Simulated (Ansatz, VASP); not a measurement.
# Two plane-wave programs on Ag

POSCAR

```
Ag
1.0
    0.0000000000      2.0521781806      2.0521781806
    2.0521781806      0.0000000000      2.0521781806
    2.0521781806      2.0521781806      0.0000000000
Ag
1
Direct
    0.0000000000      0.0000000000      0.0000000000
```

The input INCAR.step1:

```
SYSTEM = Ag
PREC = Accurate ; ENCUT = 600
ISMEAR = 0 ; SIGMA = 0.1
LREAL = .FALSE. ; LASPH = .TRUE.
NELM = 100 ; GGA = PE
ALGO = Normal ; EDIFF = 1E-4
LWAVE = .TRUE. ; LCHARG = .FALSE.
```

INCAR.step2

```
SYSTEM = Ag
PREC = Accurate ; ENCUT = 600
EDIFF = 1E-7 ; ISMEAR = 0
SIGMA = 0.1 ; LREAL = .FALSE.
LASPH = .TRUE. ; NELM = 100
ALGO = Normal ; ISIF = 3
LWAVE = .FALSE. ; LCHARG = .FALSE.
METAGGA = R2SCAN ; LMIXTAU = .TRUE.
IBRION = 2 ; NSW = 100
EDIFFG = -0.005 ; ISTART = 1
```

The input KPOINTS:

```
regular mesh
0
G
  18 18 18
  0 0 0
```

Input for Ansatz:

```yaml
crystal:
  lattice:
    - [0.0, 2.0521781806, 2.0521781806]
    - [2.0521781806, 0.0, 2.0521781806]
    - [2.0521781806, 2.0521781806, 0.0]
  atoms:
    - { symbol: Ag, position: [0.0, 0.0, 0.0] }
basis:
  ecutwfc: 500
kpoints:
  mp_grid: { grid: [18, 18, 18] }
hamiltonian:
  xc: r2scan
scf:
  occupations: { method: gaussian, width: 0.1 }
output:
  forces: true
  stress: true
  eigenvalues: true
relax:
  adjacent_minimum: "off"
  f_tol: 0.005
  max_steps: 80
  cell: { stress_tol: 0.05 }
```

Alike in both runs: task relaxation of cell and atoms; functional r2SCAN; k mesh 18 × 18 × 18; occupations gaussian, width 0.1 eV; no spin polarisation.

```csv
,VASP,Ansatz
version,VASP 6.6.1,Ansatz 0.2.0
potentials or method,"VASP PAW PBE potentials, release 64 (Ag), cutoff 600 eV","scalar-relativistic, plane waves, PAW"
valence electrons in the cell,11,19
```

```tsv
	VASP	Ansatz	Ansatz less VASP
gap on the k mesh at the Fermi level, each at its own relaxed structure (eV)	none	none	-
relaxed volume (Å³/atom)	17.30	17.29	-0.014
relaxed cell length with the largest relative difference (Å)	2.903	2.902	-0.0008
```

VASP's potentials were made for PBE, not for r2SCAN. A gap of «none» marks a metal or a gap that the smearing closes. VASP's potentials hold 11 valence electrons a cell and Ansatz's 19, so a difference there can come from the potentials and not from the codes.
